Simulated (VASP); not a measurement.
# KAlH5 (P4/mmm) in VASP: a series of runs

KAlH5 is run at these levels: PBE; tasks: single point, relaxation of cell and atoms.

All numbers are computed with VASP 6.6.1; they aren't measurements. Logs are shortened: lines on timing, memory, paths and dates and some standing lists are left out, and cuts for length are marked.

### Step 1. The cell of the first run

The structure is tetragonal, space group P4/mmm (No. 123). The conventional cell has a = 3.291 Å, b = 3.291 Å, c = 5.957 Å, α = 90.00°, β = 90.00°, γ = 90.00°. K (site symmetry 4/mmm) has 10 H at 2.55 to 2.98 Å and 4 K at 3.29 Å within 3.4 Å. Al (site symmetry 4/mmm) has 12 H at 1.94 to 2.33 Å within 2.6 Å. H (site symmetry 2mm) has 2 Al at 1.94 Å and 7 H at 1.94 to 2.33 Å and 2 K at 2.55 Å within 2.6 Å. Within 2.6 Å of H (site symmetry 4/mmm) lie 8 H at 1.94 Å and 4 Al at 2.33 Å.

The cell was generated, and may not be a known phase.

### Step 2. Single point, PBE

Contents of INCAR:

```
SYSTEM = KAlH5
PREC     = Accurate       ! precision mode
ENCUT    = 520            ! plane-wave cutoff, eV
EDIFF    = 1E-6           ! SCF threshold, eV
ISMEAR   = 0              ! smearing method
SIGMA    = 0.1            ! smearing width, eV
LREAL    = .False.        ! projectors in reciprocal space
LASPH    = .True.         ! aspherical terms in the spheres
NELM     = 60             ! most SCF steps
ALGO     = Normal         ! electronic algorithm
ISIF     = 2              ! what is computed and relaxed
LWAVE    = .False.        ! write WAVECAR
LCHARG   = .False.        ! write CHGCAR
GGA      = PE             ! functional
NBANDS   = 18             ! bands
```

Contents of KPOINTS:

```
regular mesh
0
Gamma
  6 6 4
  0 0 0
```

Contents of POSCAR:

```
KAlH5
1.0
    3.2913869066      0.0000000000      0.0000000000
    0.0000000000      3.2913869066      0.0000000000
    0.0000000000      0.0000000000      5.9568075600
K Al H
1 1 5
Direct
    0.0000000000      0.0000000000      0.5000000000
    0.5000000000      0.5000000000      0.0000000000
    0.0000000000      0.5000000000      0.1739229841
    0.0000000000      0.5000000000      0.8260770159
    0.5000000000      0.0000000000      0.1739229841
    0.5000000000      0.0000000000      0.8260770159
    0.0000000000      0.0000000000      0.0000000000
```

Potentials or basis: VASP PAW PBE potentials, release 64 (K_sv, Al, H).

Launch:

```sh
cat potpaw_PBE.64/K_sv/POTCAR potpaw_PBE.64/Al/POTCAR potpaw_PBE.64/H/POTCAR > POTCAR
mpirun -np 1 vasp_std > vasp.out
```

OUTCAR:

```text
SYSTEM = KAlH5
   PREC = Accurate
   ENCUT = 520
   EDIFF = 1E-6
   ISMEAR = 0
   LREAL = .False.
   LASPH = .True.
   NELM = 60
   ISIF = 2
   GGA = PE

 ion  position               nearest neighbor table
   1  0.000  0.000  0.500-
   2  0.500  0.500  0.000-   3 1.94   4 1.94   5 1.94   6 1.94   5 1.94   6 1.94   3 1.94   4 1.94

   3  0.000  0.500  0.174-   2 1.94   2 1.94
   4  0.000  0.500  0.826-   2 1.94   2 1.94
   5  0.500  0.000  0.174-   2 1.94   2 1.94
   6  0.500  0.000  0.826-   2 1.94   2 1.94
   7  0.000  0.000  0.000-

  LATTYP: Found a simple tetragonal cell.
 ALAT       =     3.2913869066
 C/A-ratio  =     1.8098168733

  Lattice vectors:

 A1 = (   3.2913869066,   0.0000000000,   0.0000000000)
 A2 = (   0.0000000000,   3.2913869066,   0.0000000000)
 A3 = (   0.0000000000,   0.0000000000,   5.9568075600)

Analysis of symmetry for initial positions (statically):
=====================================================================
 Subroutine PRICEL returns:
 Original cell was already a primitive cell.

 Routine SETGRP: Setting up the symmetry group for a
 simple tetragonal supercell.

 Subroutine GETGRP returns: Found 16 space group operations
 (whereof 16 operations were pure point group operations)
 out of a pool of 16 trial point group operations.

The static configuration has the point symmetry D_4h.

Analysis of symmetry for dynamics (positions and initial velocities):
=====================================================================
 Subroutine PRICEL returns:
 Original cell was already a primitive cell.

 Routine SETGRP: Setting up the symmetry group for a
 simple tetragonal supercell.

 Subroutine GETGRP returns: Found 16 space group operations
 (whereof 16 operations were pure point group operations)
 out of a pool of 16 trial point group operations.

The dynamic configuration has the point symmetry D_4h.

 Subroutine INISYM returns: Found 16 space group operations
 (whereof 16 operations are pure point group operations),
 and found     1 'primitive' translations

----------------------------------------------------------------------------------------

                                     Primitive cell

  volume of cell :      64.5315

  direct lattice vectors                    reciprocal lattice vectors
     3.291386907  0.000000000  0.000000000     0.303823290  0.000000000  0.000000000
     0.000000000  3.291386907  0.000000000     0.000000000  0.303823290  0.000000000
     0.000000000  0.000000000  5.956807560     0.000000000  0.000000000  0.167875156

  length of vectors
     3.291386907  3.291386907  5.956807560     0.303823290  0.303823290  0.167875156

  position of ions in fractional coordinates (direct lattice)
     0.000000000  0.000000000  0.500000000
     0.500000000  0.500000000  0.000000000
     0.000000000  0.500000000  0.173922984
     0.000000000  0.500000000  0.826077016
     0.500000000  0.000000000  0.173922984
     0.500000000  0.000000000  0.826077016
     0.000000000  0.000000000  0.000000000

  ion indices of the primitive-cell ions
   primitive index   ion index
                 1           1
                 2           2
                 3           3
                 4           4
                 5           5
                 6           6
                 7           7

----------------------------------------------------------------------------------------

 KPOINTS: regular mesh

Automatic generation of k-mesh.
 Grid dimensions read from file:
 generate k-points for:    6    6    4

 Generating k-lattice:

  Cartesian coordinates                     Fractional coordinates (reciprocal lattice)
     0.050637215  0.000000000  0.000000000     0.166666667  0.000000000  0.000000000
     0.000000000  0.050637215  0.000000000     0.000000000  0.166666667  0.000000000
     0.000000000  0.000000000  0.041968789     0.000000000  0.000000000  0.250000000

  Length of vectors
     0.050637215  0.050637215  0.041968789

  Shift w.r.t. Gamma in fractional coordinates (k-lattice)
     0.000000000  0.000000000  0.000000000

 Subroutine IBZKPT returns following result:
 ===========================================

 Found     30 irreducible k-points:

 Following reciprocal coordinates:
            Coordinates               Weight
  0.000000  0.000000  0.000000      1.000000
  0.166667  0.000000  0.000000      4.000000
  0.333333  0.000000  0.000000      4.000000
  0.500000  0.000000  0.000000      2.000000
  0.166667  0.166667  0.000000      4.000000
  0.333333  0.166667  0.000000      8.000000
[... 16 lines left out ...]
  0.333333  0.000000  0.500000      4.000000
  0.500000  0.000000  0.500000      2.000000
 [... further k-points ...]
   k-points           NKPTS =     30   k-points in BZ     NKDIM =     30   number of bands    NBANDS=     18
   number of dos      NEDOS =    301   number of ions     NIONS =      7
   total plane-waves  NPLWV =  27648
   dimension x,y,z NGX =    24 NGY =   24 NGZ =   48
   dimension x,y,z NGXF=    48 NGYF=   48 NGZF=   96
   ions per type =               1   1   5
   NGX,Y,Z   is equivalent  to a cutoff of  12.12, 12.12, 13.40 a.u.
   NGXF,Y,Z  is equivalent  to a cutoff of  24.24, 24.24, 26.79 a.u.
 SYSTEM =  KAlH5
   PREC   = accura    normal or accurate (medium, high low for compatibility)
   ISTART =      0    job   : 0-new  1-cont  2-samecut
   ICHARG =      2    charge: 1-file 2-atom 10-const
   ISPIN  =      1    spin polarized calculation?
   LNONCOLLINEAR =      F non collinear calculations
   LSORBIT =      F    spin-orbit coupling
   LASPH  =      T    aspherical Exc in radial PAW
   ENCUT  =  520.0 eV  38.22 Ry    6.18 a.u.   6.12  6.12 11.08*2*pi/ulx,y,z
   NELM   =     60;   NELMIN=  2; NELMDL= -5     # of ELM steps
   EDIFF  = 0.1E-05   stopping-criterion for ELM
   LREAL  =      F    real-space projection
[... 7 lines left out ...]
   TEBEG  =    0.0;   TEEND  =   0.0 temperature during run
   PSTRESS=    0.0 pullay stress
   NELECT =      17.0000    total number of electrons
   NUPDOWN=      -1.0000    fix difference up-down
   EMIN   =  10.00;   EMAX   =-10.00  energy-range for DOS
   EFERMI =   0.00;   METHOD = LEGACY
   ISMEAR =     0;   SIGMA  =   0.10  broadening in eV -4-tet -1-fermi 0-gaus
   EFERMI_NEDOS =   21; number of points for ismear=-14 and -15
   IALGO  =     38    algorithm
   IMIX   =      4    mixing-type and parameters
     AMIX     =   0.40;   BMIX     =  1.00
     AMIX_MAG =   1.60;   BMIX_MAG =  1.00
  volume/ion in A,a.u.               =       9.22        62.21
  Fermi-wavevector in a.u.,A,eV,Ry     =   1.049463  1.983198 14.985097  1.101374
  Thomas-Fermi vector in A             =   2.184427
   LORBIT       =      0    0 simple, 1 ext, 2 COOP (PROOUT), +10 PAW based schemes
   GGA     = PE    functional components
   LHFCALC =     F    Hartree Fock is set to
   AEXX    =    0.0000 exact exchange contribution
   IVDW    =     0    specifies the selected vdW correction
   LEPSILON=     F    determine dielectric tensor
   LRPA    =     F    only Hartree local field effects (RPA)
 non-spin polarized calculation
 Gauss-broadening in eV      SIGMA  =   0.10
  energy-cutoff  :      520.00
  volume of cell :       64.53
 maximum number of plane-waves:      1768
   NGX = 13   NGY = 13   NGZ = 23

 number of electron      16.9999997 magnetization

 Free energy of the ion-electron system (eV)
  ---------------------------------------------------
  ext. energy  EPLUGINS =         0.00000000
  ---------------------------------------------------
  free energy    TOTEN  =       -18.70923547 eV

  energy without entropy =      -18.70712711  energy(sigma->0) =      -18.70818129

 E-fermi :   2.5713     XC(G=0):  -9.1812

 val. band max:        2.4684661731   @ k =   0.1667   0.0000   0.0000
 cond. band min:       2.8209325931   @ k =   0.1667   0.1667   0.5000
 fundamental gap:      0.3524664199
 Fermi energy:         2.5712910569

 k-point     1 :       0.0000    0.0000    0.0000
  band No.  band energies     occupation
      1     -28.1304      2.00000
      2     -11.6457      2.00000
      3     -11.3084      2.00000
      4     -11.3084      2.00000
      5      -7.8818      2.00000
      6      -2.6368      2.00000
[... 10 lines left out ...]
     17      12.3986      0.00000
     18      12.9630      0.00000

 k-point     2 :       0.1667    0.0000    0.0000
  band No.  band energies     occupation
      1     -28.1052      2.00000
      2     -11.5981      2.00000
      3     -11.5501      2.00000
      4     -11.2884      2.00000
      5      -7.5034      2.00000
      6      -2.3986      2.00000
[... 10 lines left out ...]
     17      11.6197      0.00000
     18      12.6307      0.00000

 k-point     3 :       0.3333    0.0000    0.0000
  band No.  band energies     occupation
      1     -28.0540      2.00000
      2     -11.9956      2.00000
      3     -11.5007      2.00000
      4     -11.2480      2.00000
      5      -6.4116      2.00000
      6      -2.3374      2.00000
[... 10 lines left out ...]
     17      10.7862      0.00000
     18      11.4491      0.00000

 k-point     4 :       0.5000    0.0000    0.0000
  band No.  band energies     occupation
      1     -28.0280      2.00000
      2     -12.2034      2.00000
      3     -11.4509      2.00000
      4     -11.2276      2.00000
      5      -4.8829      2.00000
      6      -4.4045      2.00000
[... 375 lines left out ...]
      4     -11.2882      2.00000
      5      -7.1690      2.00000
      6      -3.0765      2.00000
[... 10 lines left out ...]
     17      11.6506      0.00000
     18      11.7268      0.00000

 k-point    23 :       0.3333    0.0000    0.5000
  band No.  band energies     occupation
      1     -28.0538      2.00000
      2     -11.9887      2.00000
      3     -11.5411      2.00000
      4     -11.2478      2.00000
      5      -6.2162      2.00000
      6      -2.3919      2.00000
[... 10 lines left out ...]
     17      11.4222      0.00000
     18      11.6004      0.00000

 k-point    24 :       0.5000    0.0000    0.5000
  band No.  band energies     occupation
      1     -28.0279      2.00000
      2     -12.1963      2.00000
      3     -11.4767      2.00000
      4     -11.2275      2.00000
      5      -4.6257      2.00000
      6      -4.5806      2.00000
[... 10 lines left out ...]
     17      11.6933      0.00000
     18      11.8031      0.00000

 [... further k-points ...]

------------------------ aborting loop because EDIFF is reached ----------------------------------------

  FORCE on cell =-STRESS in cart. coord.  units (eV):
  Direction    XX          YY          ZZ          XY          YZ          ZX
  --------------------------------------------------------------------------------------
  -------------------------------------------------------------------------------------
  Total       -0.1118185     -0.1118185     -0.1278914      0.0000000      0.0000000      0.0000000
  in kB       -2.7762141     -2.7762141     -3.1752695      0.0000000      0.0000000      0.0000000
  external PRESSURE =      -2.9092326 kB  Pullay stress =       0.0000000 kB

 VOLUME and BASIS-vectors are now :
 -----------------------------------------------------------------------------
  energy-cutoff  :      520.00
  volume of cell :       64.53
      direct lattice vectors                 reciprocal lattice vectors
     3.291386907  0.000000000  0.000000000     0.303823290  0.000000000  0.000000000
     0.000000000  3.291386907  0.000000000     0.000000000  0.303823290  0.000000000
     0.000000000  0.000000000  5.956807560     0.000000000  0.000000000  0.167875156

 POSITION                                       TOTAL-FORCE (eV/Angst)
 -----------------------------------------------------------------------------------
      0.00000      0.00000      2.97840         0.000000      0.000000      0.000000
      1.64569      1.64569      0.00000         0.000000      0.000000      0.000000
      0.00000      1.64569      1.03603         0.000000     -0.000000     -0.018914
      0.00000      1.64569      4.92078        -0.000000      0.000000      0.018914
      1.64569      0.00000      1.03603        -0.000000      0.000000     -0.018914
      1.64569      0.00000      4.92078         0.000000      0.000000      0.018914
      0.00000      0.00000      0.00000         0.000000      0.000000      0.000000
 -----------------------------------------------------------------------------------
    total drift:                                0.000000      0.000000      0.000000

  FREE ENERGIE OF THE ION-ELECTRON SYSTEM (eV)
  ---------------------------------------------------
  free  energy   TOTEN  =       -18.7092354706 eV

  energy  without entropy=      -18.7071271110  energy(sigma->0) =      -18.70818129
```

Wall time 27 s (1 thread of AMD EPYC 7R13 (Zen 3), shared host); peak memory 0.16 GiB.

Results:

| Item | Value |
| --- | --- |
| Free energy | -18.7092 eV |
| Pressure | -0.3 GPa |
| Largest force | 0.019 eV/Å |
| Band gap on the k mesh | zero (an odd number of electrons rules out a gap without spin polarisation) |

Forces on the atoms (eV/Å):
```
K    0.000  0.000  0.000
Al   0.000  0.000  0.000
H    0.000  0.000 -0.019
H    0.000  0.000  0.019
H    0.000  0.000 -0.019
H    0.000  0.000  0.019
H    0.000  0.000  0.000
```

Caveat: an odd number of electrons without spin polarisation forces a metal; a magnetic or distorted state may lie lower.

[end of part 1 of 2]

The gap in the log of VASP goes by the Fermi energy; the results here count the filled bands.